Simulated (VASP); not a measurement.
Input of a VASP 6.6.1 run:

Contents of INCAR:

```
ALGO     = Normal         # electronic algorithm
EDIFF    = 1E-7           # SCF threshold, eV
ENCUT    = 520            # plane-wave cutoff, eV
GGA      = PE             # functional
ISIF     = 2              # what is computed and relaxed
ISMEAR   = 0              # smearing method
LASPH    = T              # aspherical terms in the spheres
LCHARG   = F              # write CHGCAR
LREAL    = F              # projectors in reciprocal space
LWAVE    = F              # write WAVECAR
NBANDS   = 30             # bands
NELM     = 100            # most SCF steps
PREC     = Accurate       # precision mode
SIGMA    = 0.1            # smearing width, eV
```

File KPOINTS:

```
k-points
0
Gamma
  4 4 4
```

POSCAR

```
Be3TeF4
1.0
    4.5193960000      0.0000000000      0.0000000000
    1.9629320000      5.4830331000      0.0000000000
    1.9972005000      0.9290273000      5.6757144000
Be Te F
3 1 4
Direct
    0.1398960000      0.6376760000      0.1619850000
    0.8951650000      0.0172540000      0.4515730000
    0.6051680000      0.9078320000      0.9695180000
    0.3897040000      0.1905760000      0.2673900000
    0.8445080000      0.6708510000      0.0710860000
    0.7659830000      0.0259140000      0.7172390000
    0.3369380000      0.8014430000      0.9630340000
    0.0226370000      0.7484530000      0.3981750000
```

Potentials or basis: VASP PAW PBE potentials, release 64 (Be, Te, F).

Run with:

```sh
$ cat potpaw_PBE.64/Be/POTCAR potpaw_PBE.64/Te/POTCAR potpaw_PBE.64/F/POTCAR > POTCAR
$ mpirun -np 1 vasp_std > vasp.out
```

(1) Estimate the pressure.

(2) Estimate the largest force.

(3) Estimate the band gap on the k mesh.

Answers

(1) 0.1 GPa.

(2) 0.065 eV/Å.

(3) 3.91 eV.

Caveat: spin-orbit coupling is left out, which moves the levels of the heavy elements.
